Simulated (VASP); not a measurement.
SbMo (CsCl type): single point with LDA

Crystal: SbMo (CsCl type).

```
Mo Sb
1.0
     3.26284    0.00000    0.00000
     0.00000    3.26284    0.00000
     0.00000    0.00000    3.26284
Mo Sb
1 1
Direct
  0.00000 0.00000 0.00000
  0.50000 0.50000 0.50000
```

```yaml
Program: VASP 6.6.1
Task: single point
Functional: LDA
Potentials_or_basis: VASP PAW LDA potentials, release 64 (Mo_sv, Sb)
Cutoff: 520 eV
k_mesh: 13 × 13 × 13
Occupations: fermi-dirac, width 0.08 eV
Spin: no spin polarisation
Dipole_correction: no
Further_INCAR_settings: ALGO = Normal; EDIFF = 1e-06; NBANDS = 16
```

| Quantity | Value |
| --- | --- |
| Pressure | 0.6 GPa |
| Band gap on the k mesh | zero (an odd number of electrons rules out a gap without spin polarisation) |

Levels at points of the mesh, in eV from the Fermi level:
```csv
k point,band 6,band 7,band 8,band 9,band 10,band 11,band 12,band 13
"(0.00, 0.00, 0.00)",-2.93,-2.93,0.77,0.77,0.77,1.12,1.12,1.12
```

Run time: 18 s on 1 thread of Intel(R) Xeon(R) Platinum 8259CL CPU @ 2.50GHz (Skylake/Cascade Lake), on a shared host, peak memory 0.16 GiB.

Caveat: spin-orbit coupling is left out, which moves the levels of the heavy elements.
